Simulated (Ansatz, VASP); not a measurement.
One calculation of Ge, two programs

```xyz
2
Lattice="0.0000 2.8288 2.8853 2.8288 0.0000 2.8853 2.8288 2.8288 0.0000" Properties=species:S:1:pos:R:3 pbc="T T T"
Ge    2.8288    2.8288    2.8853
Ge    4.2432    4.2432    4.3280
```

Change from the starting cell: zz strain of +2 %.

Alike in both runs: task single point; functional PBE; k mesh 10 × 10 × 10; occupations fermi-dirac, width 0.05 eV; no spin polarisation.

```csv
,VASP,Ansatz
version,VASP 6.6.1,Ansatz 0.2.0
potentials or method,"VASP PAW PBE potentials, release 64 (Ge_d), cutoff 520 eV","all-electron LAPW, scalar-relativistic"
```

```tsv
	VASP	Ansatz	Ansatz less VASP
pressure (GPa)	2.1	2.2	+0.09
traceless stress, the component that is largest in VASP (GPa)	-0.94	-0.94	-0.003
```

Ansatz ran all-electron here, and VASP with PAW potentials.
